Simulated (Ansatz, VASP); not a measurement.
**One calculation of TaH, two programs**

The input INCAR:

```
SYSTEM = TaH
PREC = Accurate ; ENCUT = 520
EDIFF = 1E-6 ; ISMEAR = 0
SIGMA = 0.1 ; LREAL = .FALSE.
LASPH = .TRUE. ; NELM = 100
ALGO = Normal ; ISIF = 2
LWAVE = .FALSE. ; LCHARG = .TRUE.
GGA = PE ; LELF = .TRUE.
LVHAR = .TRUE. ; NBANDS = 34
```

The input KPOINTS:

```
regular mesh
0
G
  4 4 4
  0 0 0
```

Contents of POSCAR:

```
TaH
1.0
    5.3912032900      0.0000000000      0.0000000000
    0.0000000000      5.3912032900      0.0000000000
    0.0000000000      0.0000000000      4.1324656600
Ta H
4 4
Direct
    0.3578091100      0.8578091100      0.5000000000
    0.6421908900      0.1421908900      0.5000000000
    0.1421908900      0.3578091100      0.5000000000
    0.8578091100      0.6421908900      0.5000000000
    0.6974826300      0.1974826300      0.0000000000
    0.3025173700      0.8025173700      0.0000000000
    0.8025173700      0.6974826300      0.0000000000
    0.1974826300      0.3025173700      0.0000000000
```

Input for Ansatz:

```yaml
crystal:
  lattice:
    - [5.39120329, 0.0, 0.0]
    - [0.0, 5.39120329, 0.0]
    - [0.0, 0.0, 4.13246566]
  atoms:
    - { symbol: Ta, position: [0.35780911, 0.85780911, 0.5] }
    - { symbol: Ta, position: [0.64219089, 0.14219089, 0.5] }
    - { symbol: Ta, position: [0.14219089, 0.35780911, 0.5] }
    - { symbol: Ta, position: [0.85780911, 0.64219089, 0.5] }
    - { symbol: H, position: [0.69748263, 0.19748263, 0.0] }
    - { symbol: H, position: [0.30251737, 0.80251737, 0.0] }
    - { symbol: H, position: [0.80251737, 0.69748263, 0.0] }
    - { symbol: H, position: [0.19748263, 0.30251737, 0.0] }
basis:
  ecutwfc: 420
kpoints:
  mp_grid: { grid: [4, 4, 4] }
hamiltonian:
  xc: pbe
scf:
  occupations: { method: gaussian, width: 0.1 }
  lower_state_search: "off"
output:
  forces: true
  stress: true
  eigenvalues: true
```

Alike in both runs: task single point; functional PBE; k mesh 4 × 4 × 4; occupations gaussian, width 0.1 eV; no spin polarisation.

```csv
,VASP,Ansatz
version,VASP 6.6.1,Ansatz 0.2.0
potentials or method,"VASP PAW PBE potentials, release 64 (Ta_pv, H), cutoff 520 eV","scalar-relativistic, plane waves, PAW"
valence electrons in the cell,48,56
```

Ansatz gave:

| Property | Result |
| --- | --- |
| gap on the k mesh at the Fermi level (eV) | none |
| pressure (GPa) | 1.5 |
| traceless stress, the component that is largest in VASP (GPa) | -26.56 |
| rms of the force components (eV/Å) | 2.681 |

Task: Estimate VASP's values.

Result: gap on the k mesh at the Fermi level (eV): none; pressure (GPa): 1.8; traceless stress, the component that is largest in VASP (GPa): -26.86; rms of the force components (eV/Å): 2.755.

Atom by atom the forces differ by 0.074 eV/Å (rms over components). A gap of «none» marks a metal or a gap that the smearing closes. With one functional, cell and mesh, what is left measures potentials, basis and numerics. VASP's potentials hold 48 valence electrons a cell and Ansatz's 56, so a difference there can come from the potentials and not from the codes.

The k mesh is coarse, so the values compare programs but aren't converged. Spin-orbit coupling is off throughout.
